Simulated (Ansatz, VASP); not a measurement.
MgO: VASP beside Ansatz

```
CELL_PARAMETERS angstrom
0.00000 2.14279 2.14279
2.14279 0.00000 2.14279
2.14279 2.14279 0.00000
ATOMIC_POSITIONS crystal
Mg 0.01262 0.01262 0.98738
O 0.48083 0.48083 0.51917
```

Change from the starting cell: mode 6 frozen in at -0.081 Å, equal normal strain along x, y and z +0.0167.

Alike in both runs: task single point; functional PBEsol; k mesh 10 × 10 × 10; occupations gaussian, width 0.05 eV; no spin polarisation.

|  | VASP | Ansatz |
| --- | --- | --- |
| version | VASP 6.6.1 | Ansatz 0.2.0 |
| potentials or method | VASP PAW PBE potentials, release 64 (Mg, O), cutoff 520 eV | scalar-relativistic, plane waves, PAW |
| valence electrons in the cell | 8 | 16 |

VASP gave:

- gap on the k mesh at the Fermi level (eV): 4.15
- least direct gap on the mesh (eV): 4.15
- pressure (GPa): -6.1
- traceless stress, the component that is largest in VASP (GPa): 3.65
- rms of the force components (eV/Å): 0.376

What did Ansatz give for the same quantities?

gap on the k mesh at the Fermi level (eV): 4.15; least direct gap on the mesh (eV): 4.15; pressure (GPa): -5.6; traceless stress, the component that is largest in VASP (GPa): 3.59; rms of the force components (eV/Å): 0.373.

VASP's potentials were made for PBE, not for PBEsol, and Ansatz warns of the same on its side. Atom by atom the forces differ by 0.003 eV/Å (rms over components). With one functional, cell and mesh, what is left measures potentials, basis and numerics. VASP's potentials hold 8 valence electrons a cell and Ansatz's 16, so a difference there can come from the potentials and not from the codes.
